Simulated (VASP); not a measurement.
Wanted: the native input for a VASP 6.6.1 run.

* Task: single point
* Functional: PBE
* Potentials or basis: VASP PAW PBE potentials, release 64 (Ta_pv, N)
* Cutoff: 520 eV
* k mesh: 18 × 18 × 18
* Occupations: gaussian, width 0.15 eV
* Spin: no spin polarisation
* Dipole correction: no
* Further INCAR settings: ALGO = Normal; EDIFF = 1e-07; NBANDS = 15

The structure of TaN lies in POSCAR:

```
TaN
1.0
    0.0000000000      2.2596716781      2.1049934145
    2.2596716781      0.0000000000      2.1049934145
    2.2596716781      2.2596716781      0.0000000000
Ta N
1 1
Direct
    0.4952498232      0.5047501768      0.5047501768
    0.0613646338     -0.0613646338     -0.0613646338
```

This cell differs from its parent crystal: atoms displaced along a vibrational mode, the cell strained.

One way to write it, as run:

INCAR

```
SYSTEM = TaN
PREC = Accurate
ENCUT = 520
EDIFF = 1E-7
ISMEAR = 0
SIGMA = 0.15
LREAL = .False.
LASPH = .True.
NELM = 100
ALGO = Normal
ISIF = 2
LWAVE = .False.
LCHARG = .True.
GGA = PE
LELF = .True.
LVHAR = .True.
NBANDS = 15
```

KPOINTS

```
regular mesh
0
Gamma
  18 18 18
  0 0 0
```

Potentials or basis: VASP PAW PBE potentials, release 64 (Ta_pv, N).

Run with:

```bash
$ cat potpaw_PBE.64/Ta_pv/POTCAR potpaw_PBE.64/N/POTCAR > POTCAR
$ mpirun -np 1 vasp_std > vasp.out
```

It gave:

```json
{
  "Pressure": "17.5 GPa",
  "Largest force": "2.402 eV/Å",
  "Band gap on the k mesh": "zero (bands 8 and 9 overlap by 2.86 eV)"
}
```

Caveat: the cell differs from its parent crystal (atoms displaced along a vibrational mode, the cell strained); the stress differs along the axes, from -8 to 31 GPa; spin-orbit coupling is left out, which moves the levels of the heavy elements; forces of over 1 eV/Å act on the atoms, so gaps and moduli don't describe the material at rest.

It took 120 s on 1 thread of AMD EPYC 9R45 96-Core Processor (Zen 5) (shared host), peak memory 0.35 GiB.
